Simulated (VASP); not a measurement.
# Fe in VASP: a series of runs, part 2 of 2

VASP 6.6.1. The steps go on from the part before.

## Step 4: Single point, PBEsol, collinear spin, ferromagnetic start

This run uses another cell than the first one: it holds 2 atoms, not 1.

INCAR reads:

```
SYSTEM = Fe
ALGO = Fast ; EDIFF = 1E-6
ENCUT = 520 ; GGA = PS
ISIF = 2 ; ISMEAR = 0
ISPIN = 2 ; LASPH = .True.
LCHARG = .False. ; LMAXMIX = 4
LORBIT = 11 ; LREAL = .False.
LWAVE = .False. ; MAGMOM = 1.37 1.37
NBANDS = 19 ; NELM = 150
PREC = Accurate ; SIGMA = 0.1
```

KPOINTS reads:

```
k-points
0
Gamma
  6 6 6
  0 0 0
```

POSCAR reads:

```
Fe
1.0
    1.2071091843      0.6969248125      3.9158452698
   -1.2071091843      0.6969248125      3.9158452698
    0.0000000000     -1.3938496250      3.9158452698
Fe
2
Direct
    0.2499777596      0.2499777596      0.2499777596
    0.7500222404      0.7500222404      0.7500222404
```

Command:

```
cat potpaw_PBE.64/Fe/POTCAR > POTCAR
mpirun -np 1 vasp_std > vasp.out
```

Wall time 3.4 min (1 thread of AMD EPYC 7R13, shared host); peak memory 0.18 GiB.

Results (log left out):

```yaml
Free_energy: -17.6809 eV
Pressure: -0.5 GPa
Largest_force: 0.005 eV/Å
Band_gap_on_the_k_mesh: zero (filled and empty bands overlap)
Net_moment: 0.00 μB per cell
Valence_electrons_inside_the_program's_atomic_spheres: Fe 7.59
```

Forces on the atoms (eV/Å):
```
Fe   0.000  0.000  0.005
Fe   0.000  0.000 -0.005
```

Stress tensor (GPa, compression positive):
```
-0.58  0.00  0.00
 0.00 -0.58  0.00
 0.00  0.00 -0.21
```

Levels at points of the mesh, in eV from the Fermi level:
Spin up:
```csv
k point,band 5,band 6,band 7,band 8,band 9,band 10,band 11,band 12
"(0.00, 0.00, 0.00)",-1.87,-1.87,-1.79,-0.18,-0.18,0.15,0.96,0.96
"(0.50, 0.00, 0.00)",-1.84,-1.84,-0.63,-0.62,0.99,0.99,3.97,3.98
"(0.50, 0.50, 0.00)",-1.89,0.03,0.90,0.92,0.96,1.22,1.23,3.21
"(0.50, 0.50, 0.50)",-1.56,-1.56,-1.56,-1.56,-0.06,-0.06,-0.06,-0.06
```
Spin down:
```tsv
k point	band 4	band 5	band 6	band 7	band 8	band 9	band 10	band 11	band 12	band 13
(0.00, 0.00, 0.00)	-1.95	-1.87	-1.87	-1.79	-0.18	-0.18	0.15	0.96	0.96	8.65
(0.50, 0.00, 0.00)	-3.50	-1.84	-1.84	-0.63	-0.62	0.99	0.99	3.97	3.98	10.74
(0.50, 0.50, 0.00)	-1.96	-1.89	0.03	0.91	0.92	0.96	1.22	1.23	3.21	8.52
(0.50, 0.50, 0.50)	-2.35	-1.56	-1.56	-1.56	-1.56	-0.06	-0.06	-0.06	-0.06	16.85
```

Caveat: the k points lie up to 0.51 Å⁻¹ apart, too coarse for converged energies and pressures of a metal; the PAW data sets were made with another functional, which shifts forces and pressure a little.

## Step 5: Single point, PBEsol

INCAR reads:

```
ALGO = Fast
EDIFF = 1E-7
ENCUT = 520
GGA = PS
ISIF = 2
ISMEAR = 0
LASPH = True
LCHARG = False
LREAL = False
LWAVE = False
NBANDS = 10
NELM = 60
PREC = Accurate
SIGMA = 0.1
```

KPOINTS reads:

```
k-points
0
Gamma
  28 28 28
```

POSCAR reads:

```
Fe
1.0
    0.0000000000      1.7025274223      1.7025274223
    1.7025274223      0.0000000000      1.7025274223
    1.7025274223      1.7025274223      0.0000000000
Fe
1
Direct
    0.5000000000      0.5000000000      0.5000000000
```

Potentials or basis: VASP PAW PBE potentials, release 64 (Fe).

Command:

```
cat potpaw_PBE.64/Fe/POTCAR > POTCAR
mpirun -np 1 vasp_std > vasp.out
```

OUTCAR:

```text
EDIFF = 1E-7
   ENCUT = 520
   GGA = PS
   ISIF = 2
   ISMEAR = 0
   LASPH = True
   LREAL = False
   NELM = 60
   PREC = Accurate

 ion  position               nearest neighbor table
   1  0.500  0.500  0.500-

  LATTYP: Found a face centered cubic cell.
 ALAT       =     3.4050548446

  Lattice vectors:

 A1 = (   0.0000000000,   1.7025274223,   1.7025274223)
 A2 = (   1.7025274223,   0.0000000000,   1.7025274223)
 A3 = (   1.7025274223,   1.7025274223,   0.0000000000)

Analysis of symmetry for initial positions (statically):
=====================================================================
 Subroutine PRICEL returns:
 Original cell was already a primitive cell.

 Routine SETGRP: Setting up the symmetry group for a
 face centered cubic supercell.

 Subroutine GETGRP returns: Found 48 space group operations
 (whereof 48 operations were pure point group operations)
 out of a pool of 48 trial point group operations.

The static configuration has the point symmetry O_h .

Analysis of symmetry for dynamics (positions and initial velocities):
=====================================================================
 Subroutine PRICEL returns:
 Original cell was already a primitive cell.

 Routine SETGRP: Setting up the symmetry group for a
 face centered cubic supercell.

 Subroutine GETGRP returns: Found 48 space group operations
 (whereof 48 operations were pure point group operations)
 out of a pool of 48 trial point group operations.

The dynamic configuration has the point symmetry O_h .

 Subroutine INISYM returns: Found 48 space group operations
 (whereof 48 operations are pure point group operations),
 and found     1 'primitive' translations

----------------------------------------------------------------------------------------

                                     Primitive cell

  volume of cell :       9.8699

  direct lattice vectors                    reciprocal lattice vectors
     0.000000000  1.702527422  1.702527422    -0.293681026  0.293681026  0.293681026
     1.702527422  0.000000000  1.702527422     0.293681026 -0.293681026  0.293681026
     1.702527422  1.702527422  0.000000000     0.293681026  0.293681026 -0.293681026

  length of vectors
     2.407737371  2.407737371  2.407737371     0.508670458  0.508670458  0.508670458

  position of ions in fractional coordinates (direct lattice)
     0.500000000  0.500000000  0.500000000

  ion indices of the primitive-cell ions
   primitive index   ion index
                 1           1

----------------------------------------------------------------------------------------

 KPOINTS: k-points

Automatic generation of k-mesh.
 Grid dimensions read from file:
 generate k-points for:   28   28   28

 Generating k-lattice:

  Cartesian coordinates                     Fractional coordinates (reciprocal lattice)
    -0.010488608  0.010488608  0.010488608     0.035714286  0.000000000  0.000000000
     0.010488608 -0.010488608  0.010488608     0.000000000  0.035714286  0.000000000
     0.010488608  0.010488608 -0.010488608     0.000000000  0.000000000  0.035714286

  Length of vectors
     0.018166802  0.018166802  0.018166802

  Shift w.r.t. Gamma in fractional coordinates (k-lattice)
     0.000000000  0.000000000  0.000000000

 Subroutine IBZKPT returns following result:
 ===========================================

 Found    624 irreducible k-points:

 Following reciprocal coordinates:
            Coordinates               Weight
  0.000000  0.000000  0.000000      1.000000
  0.035714  0.000000  0.000000      8.000000
  0.071429  0.000000  0.000000      8.000000
  0.107143  0.000000  0.000000      8.000000
  0.142857  0.000000  0.000000      8.000000
  0.178571  0.000000  0.000000      8.000000
[... 16 lines left out ...]
  0.285714  0.035714  0.000000     24.000000
  0.321429  0.035714  0.000000     24.000000
 [... further k-points ...]
   k-points           NKPTS =    624   k-points in BZ     NKDIM =    624   number of bands    NBANDS=     10
   number of dos      NEDOS =    301   number of ions     NIONS =      1
   total plane-waves  NPLWV =   5832
   dimension x,y,z NGX =    18 NGY =   18 NGZ =   18
   dimension x,y,z NGXF=    36 NGYF=   36 NGZF=   36
   ions per type =               1
   NGX,Y,Z   is equivalent  to a cutoff of  12.43, 12.43, 12.43 a.u.
   NGXF,Y,Z  is equivalent  to a cutoff of  24.86, 24.86, 24.86 a.u.
 SYSTEM =  unknown system
   PREC   = accura    normal or accurate (medium, high low for compatibility)
   ISTART =      0    job   : 0-new  1-cont  2-samecut
   ICHARG =      2    charge: 1-file 2-atom 10-const
   ISPIN  =      1    spin polarized calculation?
   LNONCOLLINEAR =      F non collinear calculations
   LSORBIT =      F    spin-orbit coupling
   LASPH  =      T    aspherical Exc in radial PAW
   ENCUT  =  520.0 eV  38.22 Ry    6.18 a.u.   4.48  4.48  4.48*2*pi/ulx,y,z
   NELM   =     60;   NELMIN=  2; NELMDL= -5     # of ELM steps
   EDIFF  = 0.1E-06   stopping-criterion for ELM
   LREAL  =      F    real-space projection
   EDIFFG = 0.1E-05   stopping-criterion for IOM
   NSW    =      0    number of steps for IOM
   IBRION =     -1    ionic relax: 0-MD 1-quasi-New 2-CG
   NFREE  =      0    steps in history (QN), initial steepest desc. (CG)
   ISIF   =      2    stress and relaxation
   ISYM   =      2    0-nonsym 1-usesym 2-fastsym
   POTIM  = 0.5000    time-step for ionic-motion
   TEBEG  =    0.0;   TEEND  =   0.0 temperature during run
   PSTRESS=    0.0 pullay stress
   NELECT =       8.0000    total number of electrons
   NUPDOWN=      -1.0000    fix difference up-down
   EMIN   =  10.00;   EMAX   =-10.00  energy-range for DOS
   EFERMI =   0.00;   METHOD = LEGACY
   ISMEAR =     0;   SIGMA  =   0.10  broadening in eV -4-tet -1-fermi 0-gaus
   EFERMI_NEDOS =   21; number of points for ismear=-14 and -15
   IALGO  =     68    algorithm
   IMIX   =      4    mixing-type and parameters
     AMIX     =   0.40;   BMIX     =  1.00
     AMIX_MAG =   1.60;   BMIX_MAG =  1.00
  volume/ion in A,a.u.               =       9.87        66.61
  Fermi-wavevector in a.u.,A,eV,Ry     =   1.526397  2.884471 31.700030  2.329886
  Thomas-Fermi vector in A             =   2.634436
   LORBIT       =      0    0 simple, 1 ext, 2 COOP (PROOUT), +10 PAW based schemes
   GGA     = PS    functional components
   LHFCALC =     F    Hartree Fock is set to
   AEXX    =    0.0000 exact exchange contribution
   IVDW    =     0    specifies the selected vdW correction
   LEPSILON=     F    determine dielectric tensor
   LRPA    =     F    only Hartree local field effects (RPA)
 non-spin polarized calculation
 RMM-DIIS sequential band-by-band and
 Gauss-broadening in eV      SIGMA  =   0.10
  energy-cutoff  :      520.00
  volume of cell :        9.87
 maximum number of plane-waves:       283
 NGX is ok and might be reduce to    18

 number of electron       8.0000003 magnetization

 Free energy of the ion-electron system (eV)
  ---------------------------------------------------
  ext. energy  EPLUGINS =         0.00000000
  ---------------------------------------------------
  free energy    TOTEN  =        -8.85617196 eV

  energy without entropy =       -8.84785670  energy(sigma->0) =       -8.85201433

 E-fermi :   7.0430     XC(G=0): -14.1412

 val. band max:        7.0403060245   @ k =   0.5000   0.3214   0.1071
 cond. band min:       7.0430965875   @ k =  -0.2500   0.1071   0.0357
 fundamental gap:      0.0027905630
 Fermi energy:         7.0430214750

 k-point     1 :       0.0000    0.0000    0.0000
  band No.  band energies     occupation
      1      -2.0350      2.00000
      2       5.3229      2.00000
      3       5.3229      2.00000
      4       5.3229      2.00000
      5       6.9765      1.65314
      6       6.9765      1.65314
      7      30.6726      0.00000
      8      36.4062      0.00000
      9      36.4062      0.00000
     10      36.4062      0.00000
[... 287 lines left out ...]
 k-point    24 :       0.3214    0.0357    0.0000
  band No.  band energies     occupation
      1       1.2294      2.00000
      2       4.9188      2.00000
      3       5.4802      2.00000
      4       5.5407      2.00000
      5       7.3478      0.00002
      6       7.5340      0.00000
      7      21.1906      0.00000
      8      30.3174      0.00000
      9      33.7559      0.00000
     10      36.3400      0.00000

 [... further k-points ...]

------------------------ aborting loop because EDIFF is reached ----------------------------------------

  FORCE on cell =-STRESS in cart. coord.  units (eV):
  Direction    XX          YY          ZZ          XY          YZ          ZX
  --------------------------------------------------------------------------------------
  -------------------------------------------------------------------------------------
  Total       -0.0273795     -0.0273795     -0.0273795      0.0000000     -0.0000000     -0.0000000
  in kB       -4.4445135     -4.4445135     -4.4445135      0.0000000     -0.0000000     -0.0000000
  external PRESSURE =      -4.4445135 kB  Pullay stress =       0.0000000 kB

 VOLUME and BASIS-vectors are now :
 -----------------------------------------------------------------------------
  energy-cutoff  :      520.00
  volume of cell :        9.87
      direct lattice vectors                 reciprocal lattice vectors
     0.000000000  1.702527422  1.702527422    -0.293681026  0.293681026  0.293681026
     1.702527422  0.000000000  1.702527422     0.293681026 -0.293681026  0.293681026
     1.702527422  1.702527422  0.000000000     0.293681026  0.293681026 -0.293681026

 POSITION                                       TOTAL-FORCE (eV/Angst)
 -----------------------------------------------------------------------------------
      1.70253      1.70253      1.70253         0.000000      0.000000      0.000000
 -----------------------------------------------------------------------------------
    total drift:                               -0.000000     -0.000000     -0.000000

  FREE ENERGIE OF THE ION-ELECTRON SYSTEM (eV)
  ---------------------------------------------------
  free  energy   TOTEN  =        -8.8561719630 eV

  energy  without entropy=       -8.8478567026  energy(sigma->0) =       -8.85201433
```

stdout:

```text
POSCAR found type information on POSCAR Fe
 POSCAR found :  1 types and       1 ions
 scaLAPACK will be used
 -----------------------------------------------------------------------------
|                                                                             |
|                                                                             |
|     You enforced a specific xc type in the INCAR file but a different       |
[... 18 lines left out ...]
WARNING in EDDRMM: call to ZHEGV failed, returncode =   6  3      8
WARNING in EDDRMM: call to ZHEGV failed, returncode =   6  3     10
WARNING in EDDRMM: call to ZHEGV failed, returncode =   6  3      9
WARNING in EDDRMM: call to ZHEGV failed, returncode =   8  4     10
WARNING in EDDRMM: call to ZHEGV failed, returncode =   8  4     10
WARNING in EDDRMM: call to ZHEGV failed, returncode =   6  3     10
WARNING in EDDRMM: call to ZHEGV failed, returncode =   8  4     10
```

Wall time 2.8 min (1 thread of AMD EPYC 7R13, shared host); peak memory 0.14 GiB.

What came out:

```
Free energy            : -8.8562 eV
Pressure               : -0.4 GPa
Band gap on the k mesh : zero (bands 4 and 5 overlap by 2.16 eV)
```

Caveat: the PAW data sets were made with another functional, which shifts forces and pressure a little; the run has no spin polarisation, though such a crystal can be magnetic. Spin polarisation is off, so any magnetic state and its effect on volume and gap are missing.

## Step 6: Relaxation of cell and atoms, PBEsol

INCAR reads:

```
SYSTEM = Fe
ALGO     = Normal         ! electronic algorithm
EDIFF    = 1E-6           ! SCF threshold, eV
EDIFFG   = -0.01          ! ionic threshold
ENCUT    = 600            ! plane-wave cutoff, eV
GGA      = PS             ! functional
IBRION   = 2              ! ionic algorithm
ISIF     = 3              ! what is computed and relaxed
ISMEAR   = 0              ! smearing method
LASPH    = .TRUE.         ! aspherical terms in the spheres
LCHARG   = .FALSE.        ! write CHGCAR
LREAL    = .FALSE.        ! projectors in reciprocal space
LWAVE    = .FALSE.        ! write WAVECAR
NELM     = 100            ! most SCF steps
NSW      = 100            ! ionic steps
PREC     = Accurate       ! precision mode
SIGMA    = 0.1            ! smearing width, eV
```

KPOINTS reads:

```
k-points
0
G
  28 28 28
  0 0 0
```

POSCAR is that of step 5.

Potentials or basis: VASP PAW PBE potentials, release 64 (Fe).

Command:

```
cat potpaw_PBE.64/Fe/POTCAR > POTCAR
mpirun -np 1 vasp_std > vasp.out
```

Run time: 3.2 min. Hardware: 1 thread of AMD EPYC 7R13, shared host; peak memory 0.16 GiB.

Results (log left out):

| Quantity | Value |
| --- | --- |
| Free energy | -8.8558 eV |
| Relaxed volume | 9.85 Å³/atom |
| Relaxed cell | a = 2.406 Å, b = 2.406 Å, c = 2.406 Å, α = 60.00°, β = 60.00°, γ = 60.00° |
| Space group after relaxing (to 0.1 Å) | Fm-3m (No. 225) |
| Energy gained by relaxing | 0.0 meV/atom |
| Ionic steps | 3 |
| Pressure after relaxing | 0.0 GPa |
| Band gap on the k mesh | zero (bands 4 and 5 overlap by 2.16 eV) |

Final structure:
```yaml
crystal:
  lattice:
    - [0.00000, 1.70151, 1.70151]
    - [1.70151, 0.00000, 1.70151]
    - [1.70151, 1.70151, 0.00000]
  atoms:
    - { symbol: Fe, position: [0.50000, 0.50000, 0.50000] }
```

Levels at points of the mesh, in eV from the Fermi level:
| k point | band 1 | band 2 | band 3 | band 4 | band 5 | band 6 | band 7 | band 8 |
| --- | --- | --- | --- | --- | --- | --- | --- | --- |
| (0.00, 0.00, 0.00) | -9.09 | -1.72 | -1.72 | -1.72 | -0.07 | -0.07 | 23.64 | 29.39 |
| (0.50, 0.00, 0.00) | -5.09 | -1.82 | -1.82 | 0.17 | 1.06 | 1.06 | 8.71 | 22.19 |
| (0.50, 0.50, 0.00) | -5.22 | -4.44 | 1.04 | 1.36 | 1.36 | 3.34 | 12.17 | 16.63 |

Caveat: the PAW data sets were made with another functional, which shifts forces and pressure a little; the run has no spin polarisation, though such a crystal can be magnetic.

## Step 7: Overview

```csv
task,spin,cell,k mesh,cutoff (eV),gap on the mesh (eV),pressure (GPa),relaxed volume (Å³/atom)
single point,off,"a = 2.408 Å, angles 60.0°, 1 atom, atomic positions A",8 × 8 × 8,520,none,-0.8,-
relaxation of cell and atoms,off,"relaxed from a = 2.409 Å, angles 60.0°, 1 atom, atomic positions A",8 × 8 × 8,600,none,0.1,9.84
single point,"collinear, ferromagnetic start","a = 4.157 Å, angles 33.8°, 2 atoms, atomic positions B",6 × 6 × 6,520,none,-0.5,-
single point,off,"a = 2.408 Å, angles 60.0°, 1 atom, atomic positions A",28 × 28 × 28,520,none,-0.4,-
relaxation of cell and atoms,off,"relaxed from a = 2.408 Å, angles 60.0°, 1 atom, atomic positions A",28 × 28 × 28,600,none,0.0,9.85
```

Alike in all rows: level PBEsol; potentials or basis VASP PAW PBE potentials, release 64 (Fe); smearing gaussian 0.1 eV.

Caveats: some runs use coarse meshes; the PAW data sets were made with another functional, which shifts forces and pressure a little.

Absolute energies hang on the potentials; compare differences alone.
